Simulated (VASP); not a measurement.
The system is CdS.

```xyz
2
Lattice="3.8937 0.0000 0.0000 1.9468 3.3720 0.0000 1.9468 1.1240 3.1792" Properties=species:S:1:pos:R:3 pbc="T T T"
Cd    0.0000    0.0000    0.0000
S     3.8937    2.2480    1.5896
```

Base run:

- Program: VASP 6.6.1
- Functional: PBEsol
- Potentials or basis: VASP PAW PBE potentials, release 64 (Cd, S)
- Cutoff: 500 eV
- k mesh: 7 × 7 × 7
- Occupations: fermi-dirac, width 0.05 eV
- Spin: no spin polarisation

Its results: band gap on the k mesh 0.39 eV, indirect (least direct gap 1.41 eV); pressure -4.0 GPa.

**Question.** The run is repeated on the same cell with these changes: k mesh from 7 × 7 × 7 to 4 × 4 × 4. What comes out?

**Answer.** Band gap on the k mesh 0.12 eV, indirect (least direct gap 1.41 eV); pressure -3.6 GPa.

Caveats: some runs use coarse meshes; the PAW data sets were made with another functional, which shifts forces and pressure a little.

A k mesh can miss the band edges.
